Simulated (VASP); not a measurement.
Set up this calculation in VASP 6.6.1, as the native input.

```yaml
Task: single point
Functional: PBEsol
Potentials_or_basis: VASP PAW PBE potentials, release 64 (Te, Mo_sv)
Cutoff: 520 eV
k_mesh: 4 × 8 × 2
Occupations: fermi-dirac, width 0.05 eV
Spin: no spin polarisation
Dipole_correction: no
Further_INCAR_settings: ALGO = Fast; EDIFF = 1e-07; NBANDS = 64
```

The structure of Te2Mo lies in POSCAR:

```
Te2Mo
1.0
    6.3300000000      0.0000000000      0.0000000000
    0.0000000000      3.4690000000      0.0000000000
   -0.9467947088      0.0000000000     13.8276237937
Te Mo
8 4
Direct
    0.9437000000      0.7500000000      0.6045000000
    0.0563000000      0.2500000000      0.3955000000
    0.9030000000      0.2500000000      0.8514000000
    0.0970000000      0.7500000000      0.1486000000
    0.4112000000      0.7500000000      0.8955000000
    0.5888000000      0.2500000000      0.1045000000
    0.4432000000      0.2500000000      0.6484000000
    0.5568000000      0.7500000000      0.3516000000
    0.8167000000      0.7500000000      0.9926000000
    0.1833000000      0.2500000000      0.0074000000
    0.6819000000      0.2500000000      0.4934000000
    0.3181000000      0.7500000000      0.5066000000
```

The input as run:

INCAR

```
ALGO     = Fast           # electronic algorithm
EDIFF    = 1E-7           # SCF threshold, eV
ENCUT    = 520            # plane-wave cutoff, eV
GGA      = PS             # functional
ISIF     = 2              # what is computed and relaxed
ISMEAR   = -1             # smearing method
LASPH    = T              # aspherical terms in the spheres
LCHARG   = F              # write CHGCAR
LREAL    = F              # projectors in reciprocal space
LWAVE    = F              # write WAVECAR
NBANDS   = 64             # bands
NELM     = 80             # most SCF steps
PREC     = Accurate       # precision mode
SIGMA    = 0.05           # smearing width, eV
```

KPOINTS

```
k-points
0
Gamma
  4 8 2
```

Potentials or basis: VASP PAW PBE potentials, release 64 (Te, Mo_sv).

Command:

```sh
$ cat potpaw_PBE.64/Te/POTCAR potpaw_PBE.64/Mo_sv/POTCAR > POTCAR
$ mpirun -np 1 vasp_std > vasp.out
```

It gave:

```yaml
Pressure: -1.3 GPa
Largest_force: 0.224 eV/Å
Band_gap_on_the_k_mesh: zero (bands 52 and 53 overlap by 0.21 eV)
```

Caveat: the PAW data sets were made with another functional, which shifts forces and pressure a little; spin-orbit coupling is left out, which moves the levels of the heavy elements.

Wall time 26 min on 1 thread of Oxide Virtual Turin-like Processor, on a shared host, peak memory 0.61 GiB.
